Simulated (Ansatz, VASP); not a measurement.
Pd: VASP beside Ansatz

The input INCAR:

```
SYSTEM = Pd
  PREC = Accurate
  ENCUT = 500
  EDIFF = 1E-6
  ISMEAR = 0
  SIGMA = 0.1
  LREAL = .False.
  LASPH = .True.
  NELM = 120
  ALGO = Normal
  ISIF = 2
  LWAVE = .False.
  LCHARG = .False.
  GGA = PE
  NBANDS = 11
  GGA_COMPAT = .False.
```

File KPOINTS:

```
Automatic mesh
0
Gamma
  8 8 8
  0 0 0
```

File POSCAR:

```
Pd
1.0
    0.0000000000      1.9449000000      1.9449000000
    1.9449000000      0.0000000000      1.9449000000
    1.9449000000      1.9449000000      0.0000000000
Pd
1
Direct
    0.0000000000      0.0000000000      0.0000000000
```

Input for Ansatz:

```yaml
crystal:
  lattice:
    - [0.0, 1.9449, 1.9449]
    - [1.9449, 0.0, 1.9449]
    - [1.9449, 1.9449, 0.0]
  atoms:
    - { symbol: Pd, position: [0.0, 0.0, 0.0] }
basis:
  ecutwfc: 420
kpoints:
  mp_grid: { grid: [8, 8, 8] }
hamiltonian:
  xc: pbe
scf:
  occupations: { method: gaussian, width: 0.1 }
output:
  forces: true
  stress: true
  eigenvalues: true
```

Alike in both runs: task single point; functional PBE; k mesh 8 × 8 × 8; occupations gaussian, width 0.1 eV; no spin polarisation.

|  | VASP | Ansatz |
| --- | --- | --- |
| version | VASP 6.6.1 | Ansatz 0.2.0 |
| potentials or method | VASP PAW PBE potentials, release 64 (Pd), cutoff 500 eV | scalar-relativistic, plane waves, PAW |
| valence electrons in the cell | 10 | 18 |

Ansatz gave:

```
gap on the k mesh at the Fermi level (eV) : none
pressure (GPa)                            : 8.5
```

Which values does VASP return?

gap on the k mesh at the Fermi level (eV): none; pressure (GPa): 8.2.

A gap of «none» marks a metal or a gap that the smearing closes. VASP's potentials hold 10 valence electrons a cell and Ansatz's 18, so a difference there can come from the potentials and not from the codes.
